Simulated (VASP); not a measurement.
A run of VASP 6.6.1:

INCAR

```
SYSTEM = LiBeF3
ALGO = Normal ; EDIFF = 1E-6
ENCUT = 520 ; GGA = PE
ISIF = 2 ; ISMEAR = 0
LASPH = .True. ; LCHARG = .False.
LREAL = .False. ; LWAVE = .False.
NBANDS = 21 ; NELM = 80
PREC = Accurate ; SIGMA = 0.1
```

File KPOINTS:

```
k-points
0
Gamma
  6 6 6
  0 0 0
```

POSCAR

```
LiBeF3
1.0
    3.5060808400      0.0000000000      0.0000000000
    0.0000000000      3.5060808400      0.0000000000
    0.0000000000      0.0000000000      3.5060808400
Li Be F
1 1 3
Direct
    0.5000000000      0.5000000000      0.5000000000
    0.0000000000      0.0000000000      0.0000000000
    0.5000000000      0.0000000000      0.0000000000
    0.0000000000      0.0000000000      0.5000000000
    0.0000000000      0.5000000000      0.0000000000
```

Potentials or basis: VASP PAW PBE potentials, release 64 (Li_sv, Be, F).

Command:

```bash
$ cat potpaw_PBE.64/Li_sv/POTCAR potpaw_PBE.64/Be/POTCAR potpaw_PBE.64/F/POTCAR > POTCAR
$ mpirun -np 1 vasp_std > vasp.out
```

Hardware: 1 thread of AMD EPYC 9R14 (Zen 4), with other jobs on the host.

How long does it take, and how much memory?

It took 9.4 s on 1 thread of AMD EPYC 9R14 (Zen 4), on a shared host, peak memory 0.12 GiB. Counts: scf iterations 11, k points 20.
